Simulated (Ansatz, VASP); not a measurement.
## One calculation of MnW7S16, two programs

```xyz
24
Lattice="6.3064 0.0000 0.0000 -3.1532 5.4615 0.0000 0.0000 0.0000 12.3230" Properties=species:S:1:pos:R:3 pbc="T T T"
Mn    0.0000    1.8205    3.0808
W    -1.5581    4.5620    3.0808
W     3.1532    1.7991    3.0808
W     1.5581    4.5620    3.0808
W     1.5771    0.9100    9.2423
W     0.0000    3.6415    9.2423
W     4.7293    0.9100    9.2423
W     3.1532    3.6410    9.2423
S     0.0000    1.8205    7.6792
S    -1.5766    4.5512    7.6783
S     3.1532    1.8205    7.6783
S     1.5766    4.5512    7.6783
S     1.5893    0.9029    1.5169
S     0.0000    3.6557    1.5169
S     4.7171    0.9029    1.5169
S     3.1532    3.6410    1.5357
S     0.0000    1.8205   10.8053
S    -1.5766    4.5512   10.8062
S     3.1532    1.8205   10.8062
S     1.5766    4.5512   10.8062
S     1.5893    0.9029    4.6446
S     0.0000    3.6557    4.6446
S     4.7171    0.9029    4.6446
S     3.1532    3.6410    4.6258
```

Alike in both runs: functional PBEsol; k mesh 3 × 3 × 2; occupations gaussian, width 0.05 eV; collinear spin; Hubbard terms Mn d U = 3.5 eV.

Ansatz relaxed the structure, and its values are those at the end. VASP's run is a single point on that final structure, the one shown.

```csv
,VASP,Ansatz
version,VASP 6.6.1,Ansatz 0.2.0
potentials or method,"VASP PAW PBE potentials, release 64 (Mn_pv, W_sv, S), cutoff 520 eV","scalar-relativistic, plane waves, PAW"
valence electrons in the cell,207,209
```

VASP gave:

| Quantity | Value |
| --- | --- |
| pressure (GPa) | 0.5 |
| rms of the force components (eV/Å) | 0.011 |
| net moment per atom (μB) | 0.05 |
| size of the moment on the site where the two differ most (μB) | 3.45 |

Task: Estimate Ansatz's values.

Result: Pressure (GPa): 0.5; rms of the force components (eV/Å): 0.003; net moment per atom (μB): 0.05; size of the moment on the site where the two differ most (μB): 3.35.

VASP's potentials were made for PBE, not for PBEsol. Site moments also hang on the region over which each program counts them. The programs project onto different local orbitals, so the same U acts differently, and such runs can settle in different states. VASP's potentials hold 207 valence electrons a cell and Ansatz's 209, so a difference there can come from the potentials and not from the codes. Ansatz's warnings: filled band counts differ across k points, stress scf threshold loose.

Spin-orbit coupling is off throughout.
